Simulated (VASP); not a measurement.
# Ga (I4/mmm) in VASP: settings compared, part 2 of 2

VASP 6.6.1. The steps go on from the part before.

**3. Electric field gradients, LDA**

This run uses another cell than the first one, of 17.58 Å³/atom, 1.031 times its volume.

INCAR reads:

```
ALGO     = Normal         # electronic algorithm
EDIFF    = 1E-8           # SCF threshold, eV
ENCUT    = 520            # plane-wave cutoff, eV
GGA      = CA             # functional
ISIF     = 2              # what is computed and relaxed
ISMEAR   = -1             # smearing method
LASPH    = True           # aspherical terms in the spheres
LCHARG   = False          # write CHGCAR
LEFG     = True         
LREAL    = False          # projectors in reciprocal space
LWAVE    = False          # write WAVECAR
NBANDS   = 12             # bands
NELM     = 100            # most SCF steps
PREC     = Accurate       # precision mode
SIGMA    = 0.03           # smearing width, eV
```

KPOINTS reads:

```
k-points
0
Gamma
  16 16 16
```

POSCAR reads:

```
Ga
1.0
   -1.4040000000      1.4040000000      2.2290000000
    1.4040000000     -1.4040000000      2.2290000000
    1.4040000000      1.4040000000     -2.2290000000
Ga
1
Direct
    0.0000000000      0.0000000000      0.0000000000
```

Potentials or basis: VASP PAW LDA potentials, release 64 (Ga_d).

On the command line:

```sh
$ cat potpaw_LDA.64/Ga_d/POTCAR > POTCAR
$ mpirun -np 1 vasp_std > vasp.out
```

OUTCAR:

```text
EDIFF = 1E-8
   ENCUT = 520
   GGA = CA
   ISIF = 2
   ISMEAR = -1
   LASPH = True
   LREAL = False
   NELM = 100
   PREC = Accurate

 ion  position               nearest neighbor table
   1  0.000  0.000  0.000-

  LATTYP: Found a body centered tetragonal cell.
 ALAT       =     2.8080000000
 C/A-ratio  =     1.5876068376

  Lattice vectors:

 A1 = (  -1.4040000000,   1.4040000000,   2.2290000000)
 A2 = (   1.4040000000,  -1.4040000000,   2.2290000000)
 A3 = (   1.4040000000,   1.4040000000,  -2.2290000000)

Analysis of symmetry for initial positions (statically):
=====================================================================
 Subroutine PRICEL returns:
 Original cell was already a primitive cell.

 Routine SETGRP: Setting up the symmetry group for a
 body centered tetragonal supercell.

 Subroutine GETGRP returns: Found 16 space group operations
 (whereof 16 operations were pure point group operations)
 out of a pool of 16 trial point group operations.

The static configuration has the point symmetry D_4h.

Analysis of symmetry for dynamics (positions and initial velocities):
=====================================================================
 Subroutine PRICEL returns:
 Original cell was already a primitive cell.

 Routine SETGRP: Setting up the symmetry group for a
 body centered tetragonal supercell.

 Subroutine GETGRP returns: Found 16 space group operations
 (whereof 16 operations were pure point group operations)
 out of a pool of 16 trial point group operations.

The dynamic configuration has the point symmetry D_4h.
[... 153 lines left out ...]
  band No.  band energies     occupation
      1      -9.1629      2.00000
      2      -9.0302      2.00000
      3      -9.0302      2.00000
      4      -9.0070      2.00000
      5      -8.8669      2.00000
      6      -5.6213      2.00000
      7      18.8508      0.00000
      8      18.8508      0.00000
      9      18.8593      0.00000
     10      22.4969      0.00000
     11      22.5522      0.00000
     12      23.1407      0.00000
[... 331 lines left out ...]
 k-point    24 :      -0.0625    0.0625    0.0000
  band No.  band energies     occupation
      1      -9.1476      2.00000
      2      -9.0387      2.00000
      3      -9.0235      2.00000
      4      -9.0019      2.00000
      5      -8.8743      2.00000
      6      -5.4697      2.00000
      7      17.7405      0.00000
      8      18.0058      0.00000
      9      18.3451      0.00000
     10      20.7756      0.00000
     11      23.8594      0.00000
     12      23.8640      0.00000

 [... further k-points ...]
[... 5 lines left out ...]
  --------------------------------------------------------------------------------------
  -------------------------------------------------------------------------------------
  Total       -0.1419650     -0.1419650     -0.1811504      0.0000000     -0.0000000      0.0000000
  in kB      -12.9415914    -12.9415914    -16.5137503      0.0000000     -0.0000000      0.0000000
  external PRESSURE =     -14.1323110 kB  Pullay stress =       0.0000000 kB

 VOLUME and BASIS-vectors are now :
 -----------------------------------------------------------------------------
  energy-cutoff  :      520.00
  volume of cell :       17.58
      direct lattice vectors                 reciprocal lattice vectors
    -1.404000000  1.404000000  2.229000000     0.000000000  0.356125356  0.224315837
     1.404000000 -1.404000000  2.229000000     0.356125356  0.000000000  0.224315837
     1.404000000  1.404000000 -2.229000000     0.356125356  0.356125356  0.000000000

 POSITION                                       TOTAL-FORCE (eV/Angst)
 -----------------------------------------------------------------------------------
      0.00000      0.00000      0.00000         0.000000      0.000000      0.000000
 -----------------------------------------------------------------------------------
    total drift:                               -0.000000      0.000000     -0.000000

  FREE ENERGIE OF THE ION-ELECTRON SYSTEM (eV)
  ---------------------------------------------------
  free  energy   TOTEN  =        -3.5649151819 eV

  energy  without entropy=       -3.5644768152  energy(sigma->0) =       -3.56469600

 Electric field gradients (V/A^2)
---------------------------------------------------------------------
 ion       V_xx      V_yy      V_zz      V_xy      V_xz      V_yz
---------------------------------------------------------------------
   1     -10.730   -10.730    21.460    -0.002    -0.002    -0.002
---------------------------------------------------------------------

 Electric field gradients after diagonalization (V/A^2)
 (convention: |V_zz| > |V_xx| > |V_yy|)
----------------------------------------------------------------------
 ion       V_xx      V_yy      V_zz     asymmetry (V_yy - V_xx)/ V_zz
----------------------------------------------------------------------
   1     -10.732   -10.728    21.460       0.000
----------------------------------------------------------------------

           NMR quadrupolar parameters

 Cq : quadrupolar parameter    Cq=e*Q*V_zz/h
 eta: asymmetry parameters     (V_yy - V_xx)/ V_zz
 Q  : nuclear electric quadrupole moment in mb (millibarn)
----------------------------------------------------------------------
 ion       Cq(MHz)       eta       Q (mb)
----------------------------------------------------------------------
   1       0.052       0.000       1.000
----------------------------------------------------------------------
```

OSZICAR:

```text
N       E                     dE             d eps       ncg     rms          rms(c)
DAV:   1     0.422097689814E+02    0.42210E+02   -0.66798E+03  9244   0.192E+03
DAV:   2    -0.157855062500E+01   -0.43788E+02   -0.42179E+02  8840   0.259E+02
DAV:   3    -0.358878287129E+01   -0.20102E+01   -0.20062E+01  9680   0.452E+01
DAV:   4    -0.360448690630E+01   -0.15704E-01   -0.15702E-01  9604   0.421E+00
DAV:   5    -0.360465467940E+01   -0.16777E-03   -0.16777E-03  9980   0.419E-01    0.918E-01
DAV:   6    -0.357332355379E+01    0.31331E-01   -0.45932E-02 10472   0.443E+00    0.437E-01
DAV:   7    -0.356579708906E+01    0.75265E-02   -0.75798E-03 10652   0.142E+00    0.120E-01
DAV:   8    -0.356491579759E+01    0.88129E-03   -0.82277E-04 10712   0.506E-01    0.853E-03
DAV:   9    -0.356491515191E+01    0.64568E-06   -0.60903E-06 10336   0.392E-02    0.281E-03
DAV:  10    -0.356491518704E+01   -0.35127E-07   -0.14160E-07  9892   0.543E-03    0.237E-04
DAV:  11    -0.356491518188E+01    0.51627E-08   -0.48752E-09  7044   0.115E-03
   1 F= -.35649152E+01 E0= -.35646960E+01  d E =-.438367E-03
```

Run time: 39 s. Hardware: 1 thread of Intel Xeon 6975P-C, shared host; peak memory 0.18 GiB.

Results:

| Item | Value |
| --- | --- |
| Free energy | -3.5649 eV |
| Pressure | -1.4 GPa |

Levels at points of the mesh, in eV from the Fermi level:
| k point | band 2 | band 3 | band 4 | band 5 | band 6 | band 7 | band 8 | band 9 | band 10 | band 11 |
| --- | --- | --- | --- | --- | --- | --- | --- | --- | --- | --- |
| (0.00, 0.00, 0.00) | -15.00 | -15.00 | -14.98 | -14.84 | -11.59 | 12.88 | 12.88 | 12.89 | 16.53 | 16.58 |
| (0.50, 0.00, 0.00) | -15.10 | -14.98 | -14.80 | -14.76 | -5.01 | -4.24 | 8.67 | 11.80 | 12.93 | 15.78 |
| (0.50, 0.50, 0.00) | -15.19 | -14.80 | -14.80 | -14.69 | -2.23 | -1.39 | 4.11 | 5.02 | 8.30 | 8.36 |
| (0.50, 0.50, 0.50) | -15.19 | -14.77 | -14.76 | -14.76 | -3.88 | -3.64 | 6.52 | 6.52 | 9.91 | 10.69 |

Electric field gradients, principal values (V/Å²):
```
atom    least   middle  greatest (by size)
1 Ga  -10.728  -10.732              21.460
```

Caveat: without QUAD_EFG the Cq values of the log hold for a quadrupole moment of 1 mb, not for the nuclei.

**4. Electric field gradients, r2SCAN**

This run uses another cell than the first one, of 17.58 Å³/atom, 1.031 times its volume.

POSCAR is that of step 3.

INCAR.step1 reads:

```
SYSTEM = Ga
  PREC = Accurate
  ENCUT = 520
  ISMEAR = -1
  SIGMA = 0.03
  LREAL = .FALSE.
  LASPH = .TRUE.
  NELM = 60
  NBANDS = 12
  GGA = PE
  ALGO = Normal
  EDIFF = 1E-4
  LWAVE = .TRUE.
  LCHARG = .FALSE.
```

INCAR.step2 reads:

```
SYSTEM = Ga
  PREC = Accurate
  ENCUT = 520
  EDIFF = 1E-8
  ISMEAR = -1
  SIGMA = 0.03
  LREAL = .FALSE.
  LASPH = .TRUE.
  NELM = 60
  ALGO = Normal
  ISIF = 2
  LWAVE = .FALSE.
  LCHARG = .FALSE.
  METAGGA = R2SCAN
  LMIXTAU = .TRUE.
  LEFG = .TRUE.
  NBANDS = 12
  ISTART = 1
```

KPOINTS reads:

```
regular mesh
0
G
  16 16 16
  0 0 0
```

Potentials or basis: VASP PAW PBE potentials, release 64 (Ga_d).

On the command line:

```sh
$ cat potpaw_PBE.64/Ga_d/POTCAR > POTCAR
$ cp INCAR.step1 INCAR
$ mpirun -np 1 vasp_std > vasp.out
$ cp INCAR.step2 INCAR
$ mpirun -np 1 vasp_std > vasp.out
```

OUTCAR:

```text
SYSTEM = Ga
   PREC = Accurate
   ENCUT = 520
   EDIFF = 1E-8
   ISMEAR = -1
   LREAL = .FALSE.
   LASPH = .TRUE.
   NELM = 60
   ISIF = 2
   METAGGA = R2SCAN
   ISTART = 1

 ion  position               nearest neighbor table
   1  0.000  0.000  0.000-

  LATTYP: Found a body centered tetragonal cell.
 ALAT       =     2.8080000000
 C/A-ratio  =     1.5876068376

  Lattice vectors:

 A1 = (  -1.4040000000,   1.4040000000,   2.2290000000)
[... 567 lines left out ...]
    total drift:                                0.000000      0.000000      0.000000

  FREE ENERGIE OF THE ION-ELECTRON SYSTEM (eV)
  ---------------------------------------------------
  free  energy   TOTEN  =       -11.3107702956 eV

  energy  without entropy=      -11.3100185571  energy(sigma->0) =      -11.31039443

 Electric field gradients (V/A^2)
---------------------------------------------------------------------
 ion       V_xx      V_yy      V_zz      V_xy      V_xz      V_yz
---------------------------------------------------------------------
   1     -11.991   -11.991    23.982    -0.002    -0.002    -0.002
---------------------------------------------------------------------

 Electric field gradients after diagonalization (V/A^2)
 (convention: |V_zz| > |V_xx| > |V_yy|)
----------------------------------------------------------------------
 ion       V_xx      V_yy      V_zz     asymmetry (V_yy - V_xx)/ V_zz
----------------------------------------------------------------------
   1     -11.993   -11.989    23.982       0.000
----------------------------------------------------------------------

           NMR quadrupolar parameters

 Cq : quadrupolar parameter    Cq=e*Q*V_zz/h
 eta: asymmetry parameters     (V_yy - V_xx)/ V_zz
 Q  : nuclear electric quadrupole moment in mb (millibarn)
----------------------------------------------------------------------
 ion       Cq(MHz)       eta       Q (mb)
----------------------------------------------------------------------
   1       0.058       0.000       1.000
----------------------------------------------------------------------
```

OUTCAR.step1:

```text
SYSTEM = Ga
   PREC = Accurate
   ENCUT = 520
   ISMEAR = -1
   LREAL = .FALSE.
   LASPH = .TRUE.
[... 578 lines left out ...]
 -----------------------------------------------------------------------------------
      0.00000      0.00000      0.00000         0.000000      0.000000     -0.000000
 -----------------------------------------------------------------------------------
    total drift:                               -0.000000      0.000000      0.000000

  FREE ENERGIE OF THE ION-ELECTRON SYSTEM (eV)
  ---------------------------------------------------
  free  energy   TOTEN  =        -2.8741090180 eV

  energy  without entropy=       -2.8735255544  energy(sigma->0) =       -2.87381729
```

OSZICAR.step1:

```text
N       E                     dE             d eps       ncg     rms          rms(c)
DAV:   1     0.424273434161E+02    0.42427E+02   -0.66720E+03  9240   0.193E+03
DAV:   2    -0.937292552917E+00   -0.43365E+02   -0.41772E+02  8848   0.258E+02
DAV:   3    -0.288956433509E+01   -0.19523E+01   -0.19483E+01  9652   0.446E+01
DAV:   4    -0.290453236475E+01   -0.14968E-01   -0.14966E-01  9588   0.411E+00
DAV:   5    -0.290469756485E+01   -0.16520E-03   -0.16520E-03  9964   0.415E-01    0.916E-01
DAV:   6    -0.288041547616E+01    0.24282E-01   -0.37985E-02 10480   0.409E+00    0.461E-01
DAV:   7    -0.287474621554E+01    0.56693E-02   -0.72254E-03 11860   0.150E+00    0.124E-01
DAV:   8    -0.287410543809E+01    0.64078E-03   -0.68568E-04  9808   0.484E-01    0.910E-03
DAV:   9    -0.287410901795E+01   -0.35799E-05   -0.60346E-06  6068   0.393E-02
   1 F= -.28741090E+01 E0= -.28738173E+01  d E =-.583464E-03
```

It took 3 min on 1 thread of Intel Xeon 6975P-C, shared host; peak memory 0.2 GiB.

What came out:

```yaml
Free_energy: -11.3108 eV
Pressure: 1.1 GPa
```

Electric field gradients, principal values (V/Å²):
| atom | least | middle | greatest (by size) |
| --- | --- | --- | --- |
| 1 Ga | -11.989 | -11.993 | 23.982 |

Caveat: without QUAD_EFG the Cq values of the log hold for a quadrupole moment of 1 mb, not for the nuclei; the PAW data sets were made with another functional, which shifts forces and pressure a little.

**5. Overview**

```tsv
level	potentials or basis	cell	gap on the mesh (eV)	pressure (GPa)
PBE	VASP PAW PBE potentials, release 64 (Ga_d)	a = 2.955 Å, angles 123.9, 123.9, 83.4°, 1 atom	none	6.9
LDA	VASP PAW LDA potentials, release 64 (Ga_d)	a = 2.985 Å, angles 123.9, 123.9, 83.4°, 1 atom	none	-1.4
r2SCAN	VASP PAW PBE potentials, release 64 (Ga_d)	a = 2.985 Å, angles 123.9, 123.9, 83.4°, 1 atom	none	1.1
```

Alike in all rows: task electric field gradients; no spin polarisation; k mesh 16 × 16 × 16; cutoff (eV) 520; smearing fermi-dirac 0.03 eV.

Caveats: the PAW data sets were made with another functional, which shifts forces and pressure a little (some runs).

Total energies depend on the potentials used, so only differences within one code and one set of settings carry meaning.
